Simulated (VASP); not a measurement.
Write the native input for VASP 6.6.1 that does the following.

| Item | Value |
| --- | --- |
| Task | single point |
| Functional | LDA |
| Potentials or basis | VASP PAW LDA potentials, release 64 (Sb) |
| Cutoff | 520 eV |
| k mesh | 14 × 14 × 14 |
| Occupations | fermi-dirac, width 0.15 eV |
| Spin | no spin polarisation |
| Dipole correction | no |
| Further INCAR settings | ALGO = Normal; EDIFF = 1e-06; NBANDS = 8 |

The structure of Sb lies in POSCAR:

```
Sb
1.0
    3.0427814182      0.0000000000      0.0000000000
    0.0000000000      3.0427814182      0.0000000000
    0.0000000000      0.0000000000      3.0427814182
Sb
1
Direct
    0.0000000000      0.0000000000      0.0000000000
```

These files were run (other wordings do the same):

INCAR

```
SYSTEM = Sb
PREC = Accurate
ENCUT = 520
EDIFF = 1E-6
ISMEAR = -1
SIGMA = 0.15
LREAL = .FALSE.
LASPH = .TRUE.
NELM = 60
ALGO = Normal
ISIF = 2
LWAVE = .FALSE.
LCHARG = .TRUE.
LELF = .TRUE.
LVHAR = .TRUE.
NBANDS = 8
```

KPOINTS

```
Automatic mesh
0
G
  14 14 14
  0 0 0
```

Potentials or basis: VASP PAW LDA potentials, release 64 (Sb).

Launch:

```bash
$ cat potpaw_LDA.64/Sb/POTCAR > POTCAR
$ mpirun -np 1 vasp_std > vasp.out
```

It gave:

| Item | Value |
| --- | --- |
| Pressure | 0.2 GPa |

Wall time 11 s on 1 thread of Intel(R) Xeon(R) Platinum 8259CL CPU @ 2.50GHz (Skylake/Cascade Lake), on a shared host, peak memory 0.14 GiB.
